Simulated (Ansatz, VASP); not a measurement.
## Two plane-wave programs on Hf2N

INCAR

```
SYSTEM = Hf2N
PREC = Accurate ; ENCUT = 600
EDIFF = 1E-6 ; ISMEAR = 0
SIGMA = 0.1 ; LREAL = .FALSE.
LASPH = .TRUE. ; NELM = 80
ALGO = Normal ; ISIF = 3
LWAVE = .FALSE. ; LCHARG = .FALSE.
GGA = PS ; IBRION = 2
NSW = 80 ; EDIFFG = -0.01
```

File KPOINTS:

```
regular mesh
0
G
  4 4 4
  0 0 0
```

File POSCAR:

```
Hf2N
1.0
    5.3131240200      0.0000000000      0.0000000000
    0.0000000000      5.3131240200      0.0000000000
    0.0000000000      0.0000000000      3.2420983900
Hf N
4 2
Direct
    0.2955363700      0.2955363700      0.0000000000
    0.7044636300      0.7044636300      0.0000000000
    0.7955363700      0.2044636300      0.5000000000
    0.2044636300      0.7955363700      0.5000000000
    0.0000000000      0.0000000000      0.0000000000
    0.5000000000      0.5000000000      0.5000000000
```

Input for Ansatz:

```yaml
crystal:
  lattice:
    - [5.31312402, 0.0, 0.0]
    - [0.0, 5.31312402, 0.0]
    - [0.0, 0.0, 3.24209839]
  atoms:
    - { symbol: Hf, position: [0.29553637, 0.29553637, 0.0] }
    - { symbol: Hf, position: [0.70446363, 0.70446363, 0.0] }
    - { symbol: Hf, position: [0.79553637, 0.20446363, 0.5] }
    - { symbol: Hf, position: [0.20446363, 0.79553637, 0.5] }
    - { symbol: "N", position: [0.0, 0.0, 0.0] }
    - { symbol: "N", position: [0.5, 0.5, 0.5] }
basis:
  ecutwfc: 420
kpoints:
  mp_grid: { grid: [4, 4, 4] }
hamiltonian:
  xc: pbesol
scf:
  occupations: { method: gaussian, width: 0.1 }
output:
  forces: true
  stress: true
  eigenvalues: true
relax:
  adjacent_minimum: "off"
  f_tol: 0.01
  max_steps: 60
  cell: { stress_tol: 0.05 }
```

Alike in both runs: task relaxation of cell and atoms; functional PBEsol; k mesh 4 × 4 × 4; occupations gaussian, width 0.1 eV; no spin polarisation.

```csv
,VASP,Ansatz
version,VASP 6.6.1,Ansatz 0.2.0
potentials or method,"VASP PAW PBE potentials, release 64 (Hf_pv, N), cutoff 600 eV","scalar-relativistic, plane waves, PAW"
valence electrons in the cell,50,114
```

Ansatz gave:

| Property | Result |
| --- | --- |
| gap on the k mesh at the Fermi level, each at its own relaxed structure (eV) | none |
| relaxed volume (Å³/atom) | 15.09 |
| relaxed cell length with the largest relative difference (Å) | 3.235 |

Question: Which values does VASP return?

Answer: gap on the k mesh at the Fermi level, each at its own relaxed structure (eV): none; relaxed volume (Å³/atom): 15.03; relaxed cell length with the largest relative difference (Å): 3.229.

VASP's potentials were made for PBE, not for PBEsol. A gap of «none» marks a metal or a gap that the smearing closes. VASP's potentials hold 50 valence electrons a cell and Ansatz's 114, so a difference there can come from the potentials and not from the codes.

The k mesh is coarse, so the values compare programs but aren't converged. Neither program's run includes spin-orbit coupling.
